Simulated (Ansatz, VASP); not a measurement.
# Two plane-wave programs on CdSb2O4

The input INCAR:

```
  PREC = Accurate
  ENCUT = 600
  EDIFF = 1E-6
  ISMEAR = 0
  SIGMA = 0.1
  LREAL = F
  LASPH = T
  NELM = 100
  ALGO = Normal
  ISIF = 3
  LWAVE = F
  LCHARG = F
  GGA = PE
  IBRION = 2
  NSW = 80
  EDIFFG = -0.025
```

The input KPOINTS:

```
regular mesh
0
Gamma
  4 4 2
```

File POSCAR:

```
CdSb2O4
1.0
    0.0534099992     -3.4210997173     -0.0124960671
   -5.5575913871      1.7981224123      0.0111142113
    2.6575205628     -0.0650272662     -6.2498733967
Cd Sb O
1 2 4
Direct
    1.0296005968      1.0284587064      0.5130422938
    0.1796045130      0.4305697857      0.2433455094
    0.8048911120      0.5259200362      0.7428510089
    0.2044057236      0.3973152538      0.8070940864
    0.6016048828      0.2943082983      0.4981070811
    0.8003608324      0.6077050657      0.1634433895
    0.3795323394      0.7157228540      0.5321166309
```

Input for Ansatz:

```yaml
crystal:
  lattice:
    - [0.0534099992, -3.4210997173, -0.0124960671]
    - [-5.5575913871, 1.7981224123, 0.0111142113]
    - [2.6575205628, -0.0650272662, -6.2498733967]
  atoms:
    - { symbol: Cd, position: [1.0296005968, 1.0284587064, 0.5130422938] }
    - { symbol: Sb, position: [0.179604513, 0.4305697857, 0.2433455094] }
    - { symbol: Sb, position: [0.804891112, 0.5259200362, 0.7428510089] }
    - { symbol: O, position: [0.2044057236, 0.3973152538, 0.8070940864] }
    - { symbol: O, position: [0.6016048828, 0.2943082983, 0.4981070811] }
    - { symbol: O, position: [0.8003608324, 0.6077050657, 0.1634433895] }
    - { symbol: O, position: [0.3795323394, 0.715722854, 0.5321166309] }
basis:
  ecutwfc: 420
kpoints:
  mp_grid: { grid: [4, 4, 2] }
hamiltonian:
  xc: pbe
scf:
  occupations: { method: gaussian, width: 0.1 }
  lower_state_search: "off"
output:
  forces: true
  stress: true
  eigenvalues: true
relax:
  adjacent_minimum: "off"
  f_tol: 0.025
  max_steps: 60
  cell: { stress_tol: 0.25 }
```

Change from the starting cell: cell x1, atoms moved at random (sigma 0.15 Å) and cell strained at random (1.5 %), then relaxed without symmetry.

Alike in both runs: task relaxation of cell and atoms; functional PBE; k mesh 4 × 4 × 2; occupations gaussian, width 0.1 eV; no spin polarisation.

```csv
,VASP,Ansatz
version,VASP 6.6.1,Ansatz 0.2.0
potentials or method,"VASP PAW PBE potentials, release 64 (Cd, Sb, O), cutoff 600 eV","scalar-relativistic, plane waves, PAW"
valence electrons in the cell,46,74
```

```tsv
	VASP	Ansatz	Ansatz less VASP
gap on the k mesh at the Fermi level, each at its own relaxed structure (eV)	2.07	2.14	+0.066
relaxed volume (Å³/atom)	16.93	17.08	+0.150
relaxed cell length with the largest relative difference (Å)	6.771	6.799	+0.0286
```

VASP's potentials hold 46 valence electrons a cell and Ansatz's 74, so a difference there can come from the potentials and not from the codes.

The k mesh is coarse, so the values compare programs but aren't converged. Spin-orbit coupling is off throughout.
